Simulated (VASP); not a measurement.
SiSeF2, 4 atoms in the cell. It takes space group Cmmm (No. 65, orthorhombic). Conventional cell: a = 4.996 Å, b = 10.714 Å, c = 2.798 Å, α = 90.00°, β = 90.00°, γ = 90.00°. Within 2.6 Å of Si (site symmetry mmm) lie 4 F at 1.93 Å. Within 3.7 Å of Se (site symmetry mmm) lie 2 Se at 2.80 Å and 4 F at 2.83 Å and 4 Si at 2.86 Å. F (site symmetry m2m) has 2 Si at 1.93 Å and 3 F at 2.65 to 2.80 Å and 2 Se at 2.83 Å within 2.9 Å. The cell was generated, and may not be a known phase.

| Quantity | Value |
| --- | --- |
| Program | VASP 6.6.1 |
| Task | single point |
| Functional | PBE |
| Potentials or basis | VASP PAW PBE potentials, release 64 (Si, Se, F) |
| Cutoff | 520 eV |
| k mesh | 4 × 4 × 4 |
| Occupations | gaussian, width 0.1 eV |
| Spin | no spin polarisation |
| Dipole correction | no |
| Further INCAR settings | ALGO = Normal; EDIFF = 1e-06; NBANDS = 20 |

Potentials or basis: VASP PAW PBE potentials, release 64 (Si, Se, F).

The run is started by

```sh
$ cat potpaw_PBE.64/Si/POTCAR potpaw_PBE.64/Se/POTCAR potpaw_PBE.64/F/POTCAR > POTCAR
$ mpirun -np 1 vasp_std > vasp.out
```

Hardware: 1 thread of AMD EPYC 9R45 (Zen 5), on a shared host.

Q: Estimate the wall time of this run.

A: Wall time 20 s on 1 thread of AMD EPYC 9R45 (Zen 5) (shared host), peak memory 0.2 GiB. Counts: scf iterations 14, k points 21.
